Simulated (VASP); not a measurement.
CsI, 2 atoms in the cell. The structure is cubic, space group Pm-3m (No. 221). The conventional cell has a = 4.474 Å, b = 4.474 Å, c = 4.474 Å, α = 90.00°, β = 90.00°, γ = 90.00°. Within 5.1 Å of Cs (site symmetry m-3m) lie 8 I at 3.87 Å and 6 Cs at 4.47 Å. I (site symmetry m-3m) has 8 Cs at 3.87 Å and 6 I at 4.47 Å within 5.1 Å. 

* Program: VASP 6.6.1
* Task: single point
* Functional: PBE
* Potentials or basis: VASP PAW PBE potentials, release 64 (Cs_sv, I)
* Cutoff: 500 eV
* k mesh: 7 × 7 × 7
* Occupations: fermi-dirac, width 0.01 eV
* Spin: no spin polarisation
* Dipole correction: no
* Further INCAR settings: ALGO = Normal; EDIFF = 1e-06; NBANDS = 15

Potentials or basis: VASP PAW PBE potentials, release 64 (Cs_sv, I).

Command:

```sh
$ cat potpaw_PBE.64/Cs_sv/POTCAR potpaw_PBE.64/I/POTCAR > POTCAR
$ mpirun -np 1 vasp_std > vasp.out
```

Hardware: 1 thread of AMD EPYC 9R45 96-Core Processor (Zen 5), with other jobs on the host.

Q: How long does it take, and how much memory?

A: It took 14 s on 1 thread of AMD EPYC 9R45 96-Core Processor (Zen 5), on a shared host, peak memory 0.18 GiB. Counts: scf iterations 12, k points 20.
